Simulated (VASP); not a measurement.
# Ag: single point with PBE

The system is Ag.

```
Ag
1.0
     3.67808    2.12354    6.64555
    -3.67808    2.12354    6.64555
     0.00000   -4.24708    6.64555
Ag
12
Direct
  0.02343 0.64041 0.02343
  0.02343 0.02343 0.64041
  0.64041 0.02343 0.02343
  0.97657 0.35959 0.97657
  0.35959 0.97657 0.97657
  0.97657 0.97657 0.35959
  0.23383 0.60828 0.23383
  0.23383 0.23383 0.60828
  0.60828 0.23383 0.23383
  0.76617 0.39172 0.76617
  0.39172 0.76617 0.76617
  0.76617 0.76617 0.39172
```

```json
{
 "Program": "VASP 6.6.1",
 "Task": "single point",
 "Functional": "PBE",
 "Potentials or basis": "VASP PAW PBE potentials, release 64 (Ag)",
 "Cutoff": "520 eV",
 "k mesh": "3 × 3 × 3",
 "Occupations": "gaussian, width 0.1 eV",
 "Spin": "no spin polarisation"
}
```

```json
{"Pressure": "0.2 GPa", "Largest force": "0.014 eV/Å", "Band gap on the k mesh": "zero (band 66 reaches 4.26 eV, above the bottom of band 67 at 3.52 eV)"}
```

Forces on the atoms (eV/Å):
```
Ag   0.005 -0.003  0.004
Ag   0.000  0.006  0.004
Ag  -0.005 -0.003  0.004
Ag  -0.005  0.003 -0.004
Ag   0.005  0.003 -0.004
Ag   0.000 -0.006 -0.004
Ag   0.010 -0.006  0.007
Ag   0.000  0.012  0.007
Ag  -0.010 -0.006  0.007
Ag  -0.010  0.006 -0.007
Ag   0.010  0.006 -0.007
Ag   0.000 -0.012 -0.007
```

Levels at points of the mesh, in eV from the Fermi level:
```
           k point  band 62  band 63  band 64  band 65  band 66  band 67  band 68  band 69  band 70  band 71
(0.00, 0.00, 0.00)    -1.34    -1.29    -0.78    -0.78    -0.42    -0.42    -0.06     0.01     0.43     0.43
```

Run time: 3.3 min on 1 thread of Intel(R) Xeon(R) Platinum 8259CL CPU @ 2.50GHz (Skylake/Cascade Lake), with other jobs on the host, peak memory 0.5 GiB.
